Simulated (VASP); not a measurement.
A run of VASP 6.6.1 is set up as follows.

INCAR

```
SYSTEM = BP
  PREC = Accurate
  ENCUT = 520
  EDIFF = 1E-6
  ISMEAR = 0
  SIGMA = 0.05
  LREAL = .FALSE.
  LASPH = .TRUE.
  NELM = 150
  ALGO = Normal
  ISIF = 2
  LWAVE = .FALSE.
  LCHARG = .FALSE.
  ISPIN = 2
  MAGMOM = 0.5 0.5
  LORBIT = 11
  GGA = PE
  NBANDS = 15
```

The input KPOINTS:

```
Automatic mesh
0
G
  1 1 18
  0 0 0
```

Contents of POSCAR:

```
BP
1.0
    9.0000000000      0.0000000000      0.0000000000
    0.0000000000      9.3000000000      0.0000000000
    0.0000000000      0.0000000000      3.4298457589
B P
1 1
Direct
    0.5000000000      0.5000000000      0.0000000000
    0.5000000000      0.5000000000      0.5000000000
```

Potentials or basis: VASP PAW PBE potentials, release 64 (B, P).

The run is started by

```bash
$ cat potpaw_PBE.64/B/POTCAR potpaw_PBE.64/P/POTCAR > POTCAR
$ mpirun -np 1 vasp_std > vasp.out
```

Estimate the band gap on the k mesh.

0.61 eV, direct.

What does it give for the net moment?

0.00 μB per cell.
